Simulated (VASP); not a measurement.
# AlN (I4/mmm) in VASP: notebook, part 2 of 2

VASP 6.6.1. Earlier steps stand in the parts before.

### 3 G0W0 quasiparticle levels, PBE

This run uses another cell than the first one, of 8.33 Å³/atom.

Contents of POSCAR:

```
AlN
1.0
    0.0000000000      2.0390571367      2.0037993240
    2.0390571367      0.0000000000      2.0037993240
    2.0390571367      2.0390571367      0.0000000000
Al N
1 1
Direct
    0.0000000000      0.0000000000      0.0000000000
    0.5000000000      0.5000000000      0.5000000000
```

Contents of INCAR.step1:

```
SYSTEM = AlN
  PREC = Accurate
  ENCUT = 500
  EDIFF = 1E-8
  ISMEAR = 0
  SIGMA = 0.01
  LREAL = .False.
  LASPH = .True.
  NELM = 100
  ALGO = Normal
  LWAVE = .True.
  LCHARG = .False.
  GGA = PE
```

Contents of INCAR.step2:

```
SYSTEM = AlN
  PREC = Accurate
  ENCUT = 500
  EDIFF = 1E-8
  ISMEAR = 0
  SIGMA = 0.01
  LREAL = .False.
  LASPH = .True.
  NELM = 1
  ALGO = Exact
  LWAVE = .True.
  LCHARG = .False.
  GGA = PE
  NBANDS = 73
  LOPTICS = .True.
  ISTART = 1
```

Contents of INCAR.step3:

```
SYSTEM = AlN
  PREC = Accurate
  ENCUT = 500
  EDIFF = 1E-8
  ISMEAR = 0
  SIGMA = 0.01
  LREAL = .False.
  LASPH = .True.
  ALGO = EVGW0
  LWAVE = .False.
  LCHARG = .False.
  GGA = PE
  NELMGW = 1
  NBANDS = 73
  ENCUTGW = 150.0
  NOMEGA = 48
  PRECFOCK = Fast
  ISTART = 1
  NBANDSGW = 12
```

Contents of KPOINTS:

```
Automatic mesh
0
Gamma
  6 6 6
  0 0 0
```

Potentials or basis: VASP PAW PBE potentials, release 64 (Al_GW, N_GW).

Started as:

```sh
$ cat potpaw_PBE.64/Al_GW/POTCAR potpaw_PBE.64/N_GW/POTCAR > POTCAR
$ cp INCAR.step1 INCAR
$ mpirun -np 1 vasp_std > vasp.out
$ cp INCAR.step2 INCAR
$ mpirun -np 1 vasp_std > vasp.out
$ cp INCAR.step3 INCAR
$ mpirun -np 1 vasp_std > vasp.out
```

OUTCAR:

```text
SYSTEM = AlN
   PREC = Accurate
   ENCUT = 500
   EDIFF = 1E-8
   ISMEAR = 0
   LREAL = .False.
   LASPH = .True.
   GGA = PE
   NELMGW = 1
   ENCUTGW = 150.0
   PRECFOCK = Fast
   ISTART = 1

 ion  position               nearest neighbor table
   1  0.000  0.000  0.000-   2 2.00   2 2.00   2 2.04   2 2.04   2 2.04   2 2.04
   2  0.500  0.500  0.500-   1 2.00   1 2.00   1 2.04   1 2.04   1 2.04   1 2.04

  LATTYP: Found a body centered tetragonal cell.
 ALAT       =     2.8836622572
 C/A-ratio  =     1.3897600657

  Lattice vectors:

 A1 = (   0.0000000000,  -2.0390571367,  -2.0037993240)
 A2 = (   0.0000000000,   2.0390571367,  -2.0037993240)
 A3 = (   2.0390571367,   0.0000000000,   2.0037993240)

Analysis of symmetry for initial positions (statically):
=====================================================================
 Subroutine PRICEL returns:
 Original cell was already a primitive cell.

 Routine SETGRP: Setting up the symmetry group for a
 body centered tetragonal supercell.

 Subroutine GETGRP returns: Found 16 space group operations
 (whereof 16 operations were pure point group operations)
 out of a pool of 16 trial point group operations.

The static configuration has the point symmetry D_4h.

Analysis of symmetry for dynamics (positions and initial velocities):
=====================================================================
 Subroutine PRICEL returns:
 Original cell was already a primitive cell.

 Routine SETGRP: Setting up the symmetry group for a
 body centered tetragonal supercell.

 Subroutine GETGRP returns: Found 16 space group operations
 (whereof 16 operations were pure point group operations)
 out of a pool of 16 trial point group operations.

The dynamic configuration has the point symmetry D_4h.

 Subroutine INISYM returns: Found 16 space group operations
 (whereof 16 operations are pure point group operations),
 and found     1 'primitive' translations

----------------------------------------------------------------------------------------

                                     Primitive cell

  volume of cell :      16.6626

  direct lattice vectors                    reciprocal lattice vectors
     0.000000000  2.039057137  2.003799324    -0.245211373  0.245211373  0.249525985
     2.039057137  0.000000000  2.003799324     0.245211373 -0.245211373  0.249525985
     2.039057137  2.039057137  0.000000000     0.245211373  0.245211373 -0.249525985

  length of vectors
     2.858839929  2.858839929  2.883662257     0.427224124  0.427224124  0.427224124

  position of ions in fractional coordinates (direct lattice)
     0.000000000  0.000000000  0.000000000
     0.500000000  0.500000000  0.500000000

  ion indices of the primitive-cell ions
   primitive index   ion index
                 1           1
                 2           2

[... 25 lines left out ...]

 Following reciprocal coordinates:
            Coordinates               Weight
  0.000000  0.000000  0.000000      1.000000
  0.166667  0.000000  0.000000      8.000000
  0.333333  0.000000  0.000000      8.000000
  0.500000  0.000000  0.000000      4.000000
  0.166667  0.166667  0.000000      2.000000
  0.333333  0.166667  0.000000      8.000000
[... 16 lines left out ...]
  0.333333  0.000000  0.333333      4.000000
  0.500000  0.000000  0.333333     16.000000
 [... further k-points ...]
   k-points           NKPTS =     30   k-points in BZ     NKDIM =    216   number of bands    NBANDS=     73
   number of dos      NEDOS =    301   number of ions     NIONS =      2
   total plane-waves  NPLWV =  13824
   dimension x,y,z NGX =    24 NGY =   24 NGZ =   24
   dimension x,y,z NGXF=    48 NGYF=   48 NGZF=   48
   ions per type =               1   1
   NGX,Y,Z   is equivalent  to a cutoff of  13.96, 13.96, 13.84 a.u.
   NGXF,Y,Z  is equivalent  to a cutoff of  27.91, 27.91, 27.67 a.u.
 SYSTEM =  AlN
   PREC   = accura    normal or accurate (medium, high low for compatibility)
   ISTART =      1    job   : 0-new  1-cont  2-samecut
   ICHARG =      0    charge: 1-file 2-atom 10-const
   ISPIN  =      1    spin polarized calculation?
   LNONCOLLINEAR =      F non collinear calculations
   LSORBIT =      F    spin-orbit coupling
   LASPH  =      T    aspherical Exc in radial PAW
   ENCUT  =  500.0 eV  36.75 Ry    6.06 a.u.   5.21  5.21  5.26*2*pi/ulx,y,z
   NELM   =     60;   NELMIN=  2; NELMDL=  0     # of ELM steps
   EDIFF  = 0.1E-07   stopping-criterion for ELM
   LREAL  =      F    real-space projection
   EDIFFG = 0.1E-06   stopping-criterion for IOM
   NSW    =      0    number of steps for IOM
   IBRION =     -1    ionic relax: 0-MD 1-quasi-New 2-CG
   NFREE  =      0    steps in history (QN), initial steepest desc. (CG)
   ISIF   =      0    stress and relaxation
   ISYM   =      3    0-nonsym 1-usesym 2-fastsym
   POTIM  = 0.5000    time-step for ionic-motion
   TEBEG  =    0.0;   TEEND  =   0.0 temperature during run
   PSTRESS=    0.0 pullay stress
   NELECT =       8.0000    total number of electrons
   NUPDOWN=      -1.0000    fix difference up-down
   EMIN   =  10.00;   EMAX   =-10.00  energy-range for DOS
   EFERMI =   0.00;   METHOD = LEGACY
   ISMEAR =     0;   SIGMA  =   0.01  broadening in eV -4-tet -1-fermi 0-gaus
   EFERMI_NEDOS =   21; number of points for ismear=-14 and -15
   IALGO  =     38    algorithm
   IMIX   =      4    mixing-type and parameters
     AMIX     =   0.40;   BMIX     =  1.00
     AMIX_MAG =   1.60;   BMIX_MAG =  1.00
  volume/ion in A,a.u.               =       8.33        56.22
  Fermi-wavevector in a.u.,A,eV,Ry     =   1.281909  2.422457 22.358323  1.643290
  Thomas-Fermi vector in A             =   2.414251
   LORBIT       =      0    0 simple, 1 ext, 2 COOP (PROOUT), +10 PAW based schemes
   GGA     = PE    functional components
   LHFCALC =     T    Hartree Fock is set to
   PRECFOCK=fast      Normal, Fast or Accurate (Low or Medium for compatibility)
   ENCUT4O =  -1.0   cutoff for four orbital integrals eV
   NKREDX  =     1    reduce k-point grid by
   NKREDY  =     1    reduce k-point grid by
   NKREDZ  =     1    reduce k-point grid by
   AEXX    =    1.0000 exact exchange contribution
   HFSCREEN=    0.0000 screening length (either q_TF or 0.3 A-1)
   HFSCREENC=   0.0000 screening length for correlation (either q_TF or 0.3 A-1)
   ENCUTFOCK=  -1.0 apply spherical cutoff to Coloumb kernel
   IVDW    =     0    specifies the selected vdW correction
   LEPSILON=     F    determine dielectric tensor
   LRPA    =     F    only Hartree local field effects (RPA)
   LRPAFORCE           =     F    calculate RPA forces
   ENCUTGW             = 150.0    cutoff for response function in eV
   ENCUTGWSOFT         = 120.0    soft cutoff for Coulomb kernel in GW response function in eV
   ENCUTLF             =  -1.0    cutoff for local field effects
   NELMGW              =     1    number of iterations in solving QP/BSE equation
   NELMHF              =     1    number of iterations in the inner HF iteration
   NKREDLFX            =     1    NKREDLFY  =   1   NKREDLFZ  =   1
 non-spin polarized calculation
 Gauss-broadening in eV      SIGMA  =   0.01
  energy-cutoff  :      500.00
  volume of cell :       16.66
 maximum number of plane-waves:       444
 NGX is ok and might be reduce to    24
  NGX = 14; NGY = 14; NGZ = 14
   NGX = 11   NGY = 11   NGZ = 11
 maximum number of plane-waves:        76
 NGX is ok and might be reduce to    14

 QP shifts <psi_nk| G(iteration)W_0 |psi_nk>: iteration 1
 for sc-GW calculations column KS-energies equals QP-energies in previous step
 and V_xc(KS)=  KS-energies - (<T + V_ion + V_H > + <T+V_H+V_ion>^1  + <V_x>^1)

 k-point   1 :       0.0000    0.0000    0.0000
  band No.  KS-energies  QP-energies   sigma(KS)   V_xc(KS)     V^pw_x(r,r')   Z            occupation Imag(sigma)

      1      -8.9022     -10.5070     -16.8094     -14.6447     -24.8754       0.7414       2.0000       1.4025
      2       8.4904       7.7743     -18.2754     -17.3757     -21.1197       0.7959       2.0000       0.0859
      3       8.6202       7.9238     -18.2513     -17.3756     -21.0187       0.7952       2.0000       0.0842
      4       8.6202       7.9238     -18.2513     -17.3756     -21.0187       0.7952       2.0000       0.0842
      5      14.1349      15.1718     -13.3420     -14.6210      -8.9841       0.8107       0.0000      -0.0796
      6      20.6356      21.4784      -9.6875     -10.7145      -4.5470       0.8206       0.0000      -0.1158
      7      20.6356      21.4784      -9.6875     -10.7145      -4.5470       0.8206       0.0000      -0.1158
      8      20.8659      21.6960      -9.6202     -10.6337      -4.4362       0.8190       0.0000      -0.1206
      9      25.8228      26.1214      -9.1687      -9.5566      -2.6455       0.7698       0.0000      -0.3816
     10      26.0023      27.0938     -10.1395     -11.4937      -4.4821       0.8060       0.0000      -0.2227
     11      26.5782      27.6987     -10.1874     -11.5792      -4.4792       0.8051       0.0000      -0.2400
     12      27.0344      28.0053      -9.8640     -11.1155      -2.8593       0.7758       0.0000      -0.5493
[... 356 lines left out ...]
      1      -5.0945      -6.4145     -18.2788     -16.5100     -25.8800       0.7463       2.0000       0.9925
      2       1.9196       0.6848     -15.5528     -13.9189     -19.7501       0.7557       2.0000       0.1699
      3       4.6106       3.5166     -16.0228     -14.6231     -19.4092       0.7815       2.0000       0.1132
      4       6.2009       5.2205     -17.0632     -15.8179     -20.2699       0.7873       2.0000       0.0977
      5      14.2249      15.0450     -10.1391     -11.1267      -5.7342       0.8304       0.0000      -0.0796
      6      16.2457      17.1249     -11.0608     -12.1320      -6.4632       0.8208       0.0000      -0.0890
      7      21.2201      22.5637     -13.4822     -15.2307      -7.4547       0.7684       0.0000      -0.1653
      8      23.8913      25.0878     -11.3710     -12.9145      -5.0625       0.7753       0.0000      -0.2483
      9      25.2122      26.3902     -11.9187     -13.4701      -5.0618       0.7593       0.0000      -0.3449
     10      31.8808      32.9052     -10.4705     -11.7700      -3.4406       0.7883       0.0000      -0.7350
     11      33.5007      34.4534      -9.3708     -10.5729      -2.2676       0.7925       0.0000      -0.8582
     12      34.4201      35.4682      -9.7672     -11.0856      -2.8019       0.7949       0.0000      -0.8455

 [... further k-points ...]
```

It took 5.6 min on 1 thread of Intel Xeon 8259CL, shared host; peak memory 0.35 GiB.

What came out:

```
Quasiparticle gap                                   : 5.93 eV
Least direct quasiparticle gap                      : 7.25 eV
Band gap of the starting levels on the mesh         : 4.38 eV
Least direct gap of the starting levels on the mesh : 5.51 eV
```

Caveat: the k points lie up to 0.45 Å⁻¹ apart; the cutoff is under 1.25 times the usual one of these potentials, so pressure, stress and relaxed cells hold a basis-set (Pulay) error; bands, screening cutoff and mesh are small and nothing is extrapolated, so the quasiparticle values aren't converged.
